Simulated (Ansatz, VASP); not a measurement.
## One calculation of SnSe2, two programs

File INCAR:

```
SYSTEM = SnSe2
PREC = Accurate
ENCUT = 520
EDIFF = 1E-6
ISMEAR = 0
SIGMA = 0.05
LREAL = .FALSE.
LASPH = .TRUE.
NELM = 100
ALGO = Normal
ISIF = 2
LWAVE = .FALSE.
LCHARG = .TRUE.
GGA = PE
IVDW = 12
LELF = .TRUE.
LVHAR = .TRUE.
NBANDS = 35
```

Contents of KPOINTS:

```
Automatic mesh
0
G
  8 8 3
  0 0 0
```

File POSCAR:

```
SnSe2
1.0
   -3.8109987816      0.0000000000      0.0000000000
   -1.9054993908     -3.3004217586      0.0000000000
    0.0000000000      0.0000000000     14.2740000000
Sn Se
2 4
Direct
    0.0000000000      0.0000000000      0.6449138293
    0.0000000000      0.0000000000      0.2149712764
    0.3333333333      0.3333333333      0.7523994676
    0.3333333333      0.3333333333      0.3224569147
    0.6666666667      0.6666666667      0.1074856382
    0.6666666667      0.6666666667      0.5374281911
```

Input for Ansatz:

```yaml
crystal:
  lattice:
    - [-3.8109987816, 0.0, 0.0]
    - [-1.9054993908, -3.3004217586, 0.0]
    - [0.0, 0.0, 14.274]
  atoms:
    - { symbol: Sn, position: [0.0, 0.0, 0.6449138293] }
    - { symbol: Sn, position: [0.0, 0.0, 0.2149712764] }
    - { symbol: Se, position: [0.3333333333, 0.3333333333, 0.7523994676] }
    - { symbol: Se, position: [0.3333333333, 0.3333333333, 0.3224569147] }
    - { symbol: Se, position: [0.6666666667, 0.6666666667, 0.1074856382] }
    - { symbol: Se, position: [0.6666666667, 0.6666666667, 0.5374281911] }
basis:
  ecutwfc: 420
kpoints:
  mp_grid: { grid: [8, 8, 3] }
hamiltonian:
  xc: pbe
  dispersion: d3bj
scf:
  occupations: { method: gaussian, width: 0.05 }
output:
  forces: true
  stress: true
  eigenvalues: true
```

Alike in both runs: task single point; functional PBE; dispersion D3(BJ); k mesh 8 × 8 × 3; occupations gaussian, width 0.05 eV; no spin polarisation.

|  | VASP | Ansatz |
| --- | --- | --- |
| version | VASP 6.6.1 | Ansatz 0.2.0 |
| potentials or method | VASP PAW PBE potentials, release 64 (Sn_d, Se), cutoff 520 eV | scalar-relativistic, plane waves, PAW |
| valence electrons in the cell | 52 | 92 |

```tsv
	VASP	Ansatz	Ansatz less VASP
gap on the k mesh at the Fermi level (eV)	0.87	0.88	+0.003
least direct gap on the mesh (eV)	1.14	1.14	+0.003
pressure (GPa)	2.6	2.5	-0.07
traceless stress, the component that is largest in VASP (GPa)	0.78	0.78	-0.003
rms of the force components (eV/Å)	0.359	0.351	-0.0076
```

Atom by atom the forces differ by 0.008 eV/Å (rms over components). VASP's potentials hold 52 valence electrons a cell and Ansatz's 92, so a difference there can come from the potentials and not from the codes.
